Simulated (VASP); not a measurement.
# BIr3Pd (P4/mmm) in VASP: further runs, part 2 of 2

VASP 6.6.1. Earlier steps stand in the parts before.

### 5 Single point, PBE

Contents of INCAR:

```
ALGO = Normal
EDIFF = 1E-6
ENCUT = 540
GGA = PE
GGA_COMPAT = F
ISIF = 2
ISMEAR = 0
LASPH = T
LCHARG = T
LELF = T
LREAL = F
LVHAR = T
LWAVE = F
NBANDS = 44
NELM = 120
PREC = Accurate
SIGMA = 0.1
```

Contents of KPOINTS:

```
k-points
0
Gamma
  6 6 4
```

Contents of POSCAR:

```
BIr3Pd
1.0
    3.0126510411      0.0000000000      0.0000000000
    0.0000000000      3.0126510411      0.0000000000
    0.0000000000      0.0000000000      7.4358911035
B Pd Ir
1 1 3
Direct
    0.5000000000      0.5000000000      0.0000000000
    0.0000000000      0.0000000000      0.0000000000
    0.5000000000      0.5000000000      0.2733019620
    0.5000000000      0.5000000000      0.7266980380
    0.0000000000      0.0000000000      0.5000000000
```

Potentials or basis: VASP PAW PBE potentials, release 64 (B, Pd_sv_GW, Ir_sv_GW).

The run is started by

```console
$ cat potpaw_PBE.64/B/POTCAR potpaw_PBE.64/Pd_sv_GW/POTCAR potpaw_PBE.64/Ir_sv_GW/POTCAR > POTCAR
$ mpirun -np 1 vasp_std > vasp.out
```

OUTCAR:

```text
EDIFF = 1E-6
   ENCUT = 540
   GGA = PE
   ISIF = 2
   ISMEAR = 0
   LASPH = T
   LREAL = F
   NELM = 120
   PREC = Accurate

 ion  position               nearest neighbor table
   1  0.500  0.500  0.000-   3 2.03   4 2.03   2 2.13   2 2.13   2 2.13   2 2.13
   2  0.000  0.000  0.000-   1 2.13   1 2.13   1 2.13   1 2.13   3 2.94   4 2.94   4 2.94   3 2.94
                             4 2.94   3 2.94   3 2.94   4 2.94
   3  0.500  0.500  0.273-   1 2.03   5 2.72   5 2.72   5 2.72   5 2.72   2 2.94   2 2.94   2 2.94
                             2 2.94
   4  0.500  0.500  0.727-   1 2.03   5 2.72   5 2.72   5 2.72   5 2.72   2 2.94   2 2.94   2 2.94
                             2 2.94
   5  0.000  0.000  0.500-   3 2.72   4 2.72   3 2.72   4 2.72   3 2.72   4 2.72   3 2.72   4 2.72

  LATTYP: Found a simple tetragonal cell.
 ALAT       =     3.0126510411
 C/A-ratio  =     2.4682218425

  Lattice vectors:

 A1 = (   3.0126510411,   0.0000000000,   0.0000000000)
 A2 = (   0.0000000000,   3.0126510411,   0.0000000000)
 A3 = (   0.0000000000,   0.0000000000,   7.4358911035)

Analysis of symmetry for initial positions (statically):
=====================================================================
 Subroutine PRICEL returns:
 Original cell was already a primitive cell.

 Routine SETGRP: Setting up the symmetry group for a
 simple tetragonal supercell.

 Subroutine GETGRP returns: Found 16 space group operations
 (whereof 16 operations were pure point group operations)
 out of a pool of 16 trial point group operations.

The static configuration has the point symmetry D_4h.

Analysis of symmetry for dynamics (positions and initial velocities):
=====================================================================
 Subroutine PRICEL returns:
 Original cell was already a primitive cell.

 Routine SETGRP: Setting up the symmetry group for a
 simple tetragonal supercell.

 Subroutine GETGRP returns: Found 16 space group operations
 (whereof 16 operations were pure point group operations)
 out of a pool of 16 trial point group operations.

The dynamic configuration has the point symmetry D_4h.

 Subroutine INISYM returns: Found 16 space group operations
 (whereof 16 operations are pure point group operations),
 and found     1 'primitive' translations

----------------------------------------------------------------------------------------

                                     Primitive cell

  volume of cell :      67.4886

  direct lattice vectors                    reciprocal lattice vectors
     3.012651041  0.000000000  0.000000000     0.331933565  0.000000000  0.000000000
     0.000000000  3.012651041  0.000000000     0.000000000  0.331933565  0.000000000
     0.000000000  0.000000000  7.435891104     0.000000000  0.000000000  0.134482873

  length of vectors
     3.012651041  3.012651041  7.435891104     0.331933565  0.331933565  0.134482873

  position of ions in fractional coordinates (direct lattice)
     0.500000000  0.500000000  0.000000000
     0.000000000  0.000000000  0.000000000
     0.500000000  0.500000000  0.273301962
     0.500000000  0.500000000  0.726698038
     0.000000000  0.000000000  0.500000000

  ion indices of the primitive-cell ions
   primitive index   ion index
                 1           1
                 2           2
                 3           3
                 4           4
[... 24 lines left out ...]
 ===========================================

 Found     30 irreducible k-points:

 Following reciprocal coordinates:
            Coordinates               Weight
  0.000000  0.000000  0.000000      1.000000
  0.166667  0.000000  0.000000      4.000000
  0.333333  0.000000  0.000000      4.000000
  0.500000  0.000000  0.000000      2.000000
  0.166667  0.166667  0.000000      4.000000
  0.333333  0.166667  0.000000      8.000000
[... 16 lines left out ...]
  0.333333  0.000000  0.500000      4.000000
  0.500000  0.000000  0.500000      2.000000
 [... further k-points ...]
   k-points           NKPTS =     30   k-points in BZ     NKDIM =     30   number of bands    NBANDS=     44
   number of dos      NEDOS =    301   number of ions     NIONS =      5
   total plane-waves  NPLWV =  32256
   dimension x,y,z NGX =    24 NGY =   24 NGZ =   56
   dimension x,y,z NGXF=    48 NGYF=   48 NGZF=  112
   ions per type =               1   1   3
   NGX,Y,Z   is equivalent  to a cutoff of  13.24, 13.24, 12.52 a.u.
   NGXF,Y,Z  is equivalent  to a cutoff of  26.49, 26.49, 25.04 a.u.
 SYSTEM =  unknown system
   PREC   = accura    normal or accurate (medium, high low for compatibility)
   ISTART =      0    job   : 0-new  1-cont  2-samecut
   ICHARG =      2    charge: 1-file 2-atom 10-const
   ISPIN  =      1    spin polarized calculation?
   LNONCOLLINEAR =      F non collinear calculations
   LSORBIT =      F    spin-orbit coupling
   LASPH  =      T    aspherical Exc in radial PAW
   ENCUT  =  540.0 eV  39.69 Ry    6.30 a.u.   5.71  5.71 14.09*2*pi/ulx,y,z
   NELM   =    120;   NELMIN=  2; NELMDL= -5     # of ELM steps
   EDIFF  = 0.1E-05   stopping-criterion for ELM
   LREAL  =      F    real-space projection
   EDIFFG = 0.1E-04   stopping-criterion for IOM
   NSW    =      0    number of steps for IOM
   IBRION =     -1    ionic relax: 0-MD 1-quasi-New 2-CG
   NFREE  =      0    steps in history (QN), initial steepest desc. (CG)
   ISIF   =      2    stress and relaxation
   ISYM   =      2    0-nonsym 1-usesym 2-fastsym
   POTIM  = 0.5000    time-step for ionic-motion
   TEBEG  =    0.0;   TEEND  =   0.0 temperature during run
   PSTRESS=    0.0 pullay stress
   NELECT =      72.0000    total number of electrons
   NUPDOWN=      -1.0000    fix difference up-down
   EMIN   =  10.00;   EMAX   =-10.00  energy-range for DOS
   EFERMI =   0.00;   METHOD = LEGACY
   ISMEAR =     0;   SIGMA  =   0.10  broadening in eV -4-tet -1-fermi 0-gaus
   EFERMI_NEDOS =   21; number of points for ismear=-14 and -15
   IALGO  =     38    algorithm
   IMIX   =      4    mixing-type and parameters
     AMIX     =   0.40;   BMIX     =  1.00
     AMIX_MAG =   1.60;   BMIX_MAG =  1.00
  volume/ion in A,a.u.               =      13.50        91.09
  Fermi-wavevector in a.u.,A,eV,Ry     =   1.672793  3.161120 38.072300  2.798235
  Thomas-Fermi vector in A             =   2.757877
   LORBIT       =      0    0 simple, 1 ext, 2 COOP (PROOUT), +10 PAW based schemes
   GGA     = PE    functional components
   LHFCALC =     F    Hartree Fock is set to
   AEXX    =    0.0000 exact exchange contribution
   IVDW    =     0    specifies the selected vdW correction
   LEPSILON=     F    determine dielectric tensor
   LRPA    =     F    only Hartree local field effects (RPA)
 non-spin polarized calculation
 Gauss-broadening in eV      SIGMA  =   0.10
  energy-cutoff  :      540.00
  volume of cell :       67.49
 maximum number of plane-waves:      1942
 NGX is ok and might be reduce to    24
   NGX = 11   NGY = 11   NGZ = 29

 number of electron      71.9999987 magnetization

 Free energy of the ion-electron system (eV)
  ---------------------------------------------------
  ext. energy  EPLUGINS =         0.00000000
  ---------------------------------------------------
  free energy    TOTEN  =       -37.99231515 eV

  energy without entropy =      -37.96356925  energy(sigma->0) =      -37.97794220

 E-fermi :  10.4393     XC(G=0): -13.6956

 val. band max:       10.4335737500   @ k =   0.1667   0.0000   0.0000
 cond. band min:      10.4602667541   @ k =   0.5000   0.5000   0.5000
 fundamental gap:      0.0266930042
 Fermi energy:        10.4392505039

 k-point     1 :       0.0000    0.0000    0.0000
  band No.  band energies     occupation
      1     -82.1453      2.00000
      2     -81.9092      2.00000
      3     -81.9056      2.00000
      4     -74.7730      2.00000
      5     -40.6147      2.00000
      6     -40.6147      2.00000
[... 1117 lines left out ...]
     43      17.0889      0.00000
     44      18.4809      0.00000

 [... further k-points ...]
[... 5 lines left out ...]
  --------------------------------------------------------------------------------------
  -------------------------------------------------------------------------------------
  Total       -0.8936599     -0.8936599     -0.9491001      0.0000000     -0.0000000     -0.0000000
  in kB      -21.2154453    -21.2154453    -22.5315939      0.0000000     -0.0000000     -0.0000000
  external PRESSURE =     -21.6541615 kB  Pullay stress =       0.0000000 kB

 VOLUME and BASIS-vectors are now :
 -----------------------------------------------------------------------------
  energy-cutoff  :      540.00
  volume of cell :       67.49
      direct lattice vectors                 reciprocal lattice vectors
     3.012651041  0.000000000  0.000000000     0.331933565  0.000000000  0.000000000
     0.000000000  3.012651041  0.000000000     0.000000000  0.331933565  0.000000000
     0.000000000  0.000000000  7.435891104     0.000000000  0.000000000  0.134482873

 POSITION                                       TOTAL-FORCE (eV/Angst)
 -----------------------------------------------------------------------------------
      1.50633      1.50633      0.00000         0.000000      0.000000      0.000000
      0.00000      0.00000      0.00000         0.000000      0.000000      0.000000
      1.50633      1.50633      2.03224         0.000000     -0.000000     -0.007813
      1.50633      1.50633      5.40365        -0.000000      0.000000      0.007813
      0.00000      0.00000      3.71795         0.000000      0.000000      0.000000
 -----------------------------------------------------------------------------------
    total drift:                                0.000000     -0.000000     -0.000000

  FREE ENERGIE OF THE ION-ELECTRON SYSTEM (eV)
  ---------------------------------------------------
  free  energy   TOTEN  =       -37.9923151491 eV

  energy  without entropy=      -37.9635692485  energy(sigma->0) =      -37.97794220
```

stdout:

```text
POSCAR found type information on POSCAR B PdIr
 POSCAR found :  3 types and       5 ions
 scaLAPACK will be used
 LDA part: xc-table for (Slater+PW92), standard interpolation
 POSCAR, INCAR and KPOINTS ok, starting setup
 FFT: planning ... GRIDC
 FFT: planning ... GRID_SOFT
 FFT: planning ... GRID
 WAVECAR not read
 entering main loop
```

It took 1.8 min on 1 thread of Intel Xeon Platinum 8259CL at 2.50GHz (Skylake/Cascade Lake), shared host; peak memory 0.25 GiB.

What came out:

```
Free energy            : -37.9923 eV
Pressure               : -2.2 GPa
Largest force          : 0.008 eV/Å
Band gap on the k mesh : zero (band 36 reaches 10.99 eV, above the bottom of band 37 at 9.89 eV)
```

Forces in eV/Å, atoms in the order of the input:
```
B    0.000  0.000  0.000
Pd   0.000  0.000  0.000
Ir   0.000  0.000 -0.008
Ir   0.000  0.000  0.008
Ir   0.000  0.000  0.000
```

Caveat: spin-orbit coupling is left out, which moves the levels of the heavy elements.

### 6 Overview

```csv
potentials or basis,cell,cutoff (eV),second run,gap on the mesh (eV),pressure (GPa),largest force (eV/Å)
"VASP PAW PBE potentials, release 64 (B, Pd, Ir)","a = 3.013, b = 3.013, c = 7.436 Å, 5 atoms",520,-,none,0.5,0.06
"VASP PAW PBE potentials, release 64 (B, Pd, Ir)","a = 3.160, b = 3.160, c = 7.068 Å, 5 atoms",520,-,none,50.5,21.54
"VASP PAW PBE potentials, release 64 (B, Pd_sv_GW, Ir_sv_GW)","a = 3.160, b = 3.160, c = 7.068 Å, 5 atoms",540,valence_matched,none,48.9,22.21
"VASP PAW PBE potentials, release 64 (B, Pd_sv_GW, Ir_sv_GW)","a = 3.013, b = 3.013, c = 7.436 Å, 5 atoms",540,valence_matched,none,-2.2,0.01
```

Alike in all rows: task single point; level PBE; no spin polarisation; k mesh 6 × 6 × 4; smearing gaussian 0.1 eV.

Caveats: spin-orbit coupling is left out, which moves the levels of the heavy elements; forces of over 1 eV/Å act on the atoms, so gaps and moduli don't describe the material at rest (some runs).

Total energies depend on the potentials used, so only differences within one code and one set of settings carry meaning.
